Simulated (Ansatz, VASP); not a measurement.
**TaSi2: VASP beside Ansatz**

```
Ta Si
1.0
     0.00000    3.02416    3.02416
     3.02416    0.00000    3.02416
     3.02416    3.02416    0.00000
Ta Si
1 2
Direct
  0.00000 0.00000 0.00000
  0.25000 0.25000 0.25000
  0.75000 0.75000 0.75000
```

Change from the starting cell: species swapped into the EuF2 type (Fm-3m, No. 225).

Alike in both runs: functional PBE; k mesh 6 × 6 × 6; occupations gaussian, width 0.2 eV; no spin polarisation.

Ansatz relaxed the structure, and its values are those at the end. VASP's run is a single point on that final structure, the one shown.

|  | VASP | Ansatz |
| --- | --- | --- |
| version | VASP 6.6.1 | Ansatz 0.2.0 |
| potentials or method | VASP PAW PBE potentials, release 64 (Ta_pv, Si), cutoff 500 eV | scalar-relativistic, plane waves, PAW |
| valence electrons in the cell | 19 | 21 |

|  | VASP | Ansatz | Ansatz less VASP |
| --- | --- | --- | --- |
| gap on the k mesh at the Fermi level (eV) | none | none | - |
| pressure (GPa) | 0.7 | 0.7 | -0.04 |

A gap of «none» marks a metal or a gap that the smearing closes. The functional is the same, so the differences come from potentials, cutoffs and numerics. VASP's potentials hold 19 valence electrons a cell and Ansatz's 21, so a difference there can come from the potentials and not from the codes.

Spin-orbit coupling is off throughout.
